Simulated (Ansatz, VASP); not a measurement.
# AgCl in VASP and in Ansatz

Contents of INCAR:

```
ALGO     = Normal         # electronic algorithm
EDIFF    = 1E-6           # SCF threshold, eV
ENCUT    = 520            # plane-wave cutoff, eV
GGA      = PE             # functional
ISIF     = 2              # what is computed and relaxed
ISMEAR   = 0              # smearing method
LASPH    = True           # aspherical terms in the spheres
LCHARG   = True           # write CHGCAR
LELF     = True           # ELF
LREAL    = False          # projectors in reciprocal space
LVHAR    = True         
LWAVE    = False          # write WAVECAR
NBANDS   = 66             # bands
NELM     = 80             # most SCF steps
PREC     = Accurate       # precision mode
SIGMA    = 0.05           # smearing width, eV
```

File KPOINTS:

```
k-points
0
Gamma
  5 7 3
```

Contents of POSCAR:

```
AgCl
1.0
    0.2747307082      0.0000000000     -5.6051095939
   -3.9643020236      0.0000000000     -0.1970743489
    0.0000000000     11.9041653747      0.0000000000
Ag Cl
6 6
Direct
    0.7496128364      0.7496524541      0.0833333333
    0.7496128364      0.7496524541      0.4166666667
    0.7496128364      0.7496524541      0.7500000000
    0.2503871636      0.2503475459      0.2500000000
    0.2503871636      0.2503475459      0.5833333333
    0.2503871636      0.2503475459      0.9166666667
    0.7502897868      0.2500543260      0.2500000000
    0.7502897868      0.2500543260      0.5833333333
    0.7502897868      0.2500543260      0.9166666667
    0.2497102132      0.7499456740      0.0833333333
    0.2497102132      0.7499456740      0.4166666667
    0.2497102132      0.7499456740      0.7500000000
```

Input for Ansatz:

```yaml
crystal:
  lattice:
    - [0.2747307082, 0.0, -5.6051095939]
    - [-3.9643020236, 0.0, -0.1970743489]
    - [0.0, 11.9041653747, 0.0]
  atoms:
    - { symbol: Ag, position: [0.7496128364, 0.7496524541, 0.0833333333] }
    - { symbol: Ag, position: [0.7496128364, 0.7496524541, 0.4166666667] }
    - { symbol: Ag, position: [0.7496128364, 0.7496524541, 0.75] }
    - { symbol: Ag, position: [0.2503871636, 0.2503475459, 0.25] }
    - { symbol: Ag, position: [0.2503871636, 0.2503475459, 0.5833333333] }
    - { symbol: Ag, position: [0.2503871636, 0.2503475459, 0.9166666667] }
    - { symbol: Cl, position: [0.7502897868, 0.250054326, 0.25] }
    - { symbol: Cl, position: [0.7502897868, 0.250054326, 0.5833333333] }
    - { symbol: Cl, position: [0.7502897868, 0.250054326, 0.9166666667] }
    - { symbol: Cl, position: [0.2497102132, 0.749945674, 0.0833333333] }
    - { symbol: Cl, position: [0.2497102132, 0.749945674, 0.4166666667] }
    - { symbol: Cl, position: [0.2497102132, 0.749945674, 0.75] }
basis:
  ecutwfc: 420
kpoints:
  mp_grid: { grid: [5, 7, 3] }
hamiltonian:
  xc: pbe
scf:
  occupations: { method: gaussian, width: 0.05 }
output:
  forces: true
  stress: true
  eigenvalues: true
```

Alike in both runs: task single point; functional PBE; k mesh 5 × 7 × 3; occupations gaussian, width 0.05 eV; no spin polarisation.

|  | VASP | Ansatz |
| --- | --- | --- |
| version | VASP 6.6.1 | Ansatz 0.2.0 |
| potentials or method | VASP PAW PBE potentials, release 64 (Ag, Cl), cutoff 520 eV | scalar-relativistic, plane waves, PAW |
| valence electrons in the cell | 108 | 156 |

```tsv
	VASP	Ansatz	Ansatz less VASP
gap on the k mesh at the Fermi level (eV)	0.96	0.96	+0.002
least direct gap on the mesh (eV)	1.29	1.29	+0.002
pressure (GPa)	-0.1	0.0	+0.13
```

VASP's potentials hold 108 valence electrons a cell and Ansatz's 156, so a difference there can come from the potentials and not from the codes.
